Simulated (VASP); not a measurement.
P, 1 atom in the cell. The structure is cubic, space group Im-3m (No. 229). Conventional cell: a = 2.925 Å, b = 2.925 Å, c = 2.925 Å, α = 90.00°, β = 90.00°, γ = 90.00°. Within 3.3 Å of P (site symmetry m-3m) lie 14 P at 2.53 to 2.93 Å.  This cell differs from its parent crystal: volume scaled by 0.88.

- Program: VASP 6.6.1
- Task: single point
- Functional: PBE
- Potentials or basis: VASP PAW PBE potentials, release 64 (P)
- Cutoff: 520 eV
- k mesh: 16 × 16 × 16
- Occupations: fermi-dirac, width 0.1 eV
- Spin: no spin polarisation
- Dipole correction: no
- Further INCAR settings: ALGO = Normal; EDIFF = 1e-06; NBANDS = 8

Potentials or basis: VASP PAW PBE potentials, release 64 (P).

Launch:

```console
$ cat potpaw_PBE.64/P/POTCAR > POTCAR
$ mpirun -np 1 vasp_std > vasp.out
```

Hardware: 1 thread of Intel(R) Xeon(R) 6975P-C (Granite Rapids) (shared host).

Q: Estimate the wall time of this run.

A: Run time: 4.4 s on 1 thread of Intel(R) Xeon(R) 6975P-C (Granite Rapids) (shared host), peak memory 0.12 GiB. Counts: scf iterations 9, k points 145.
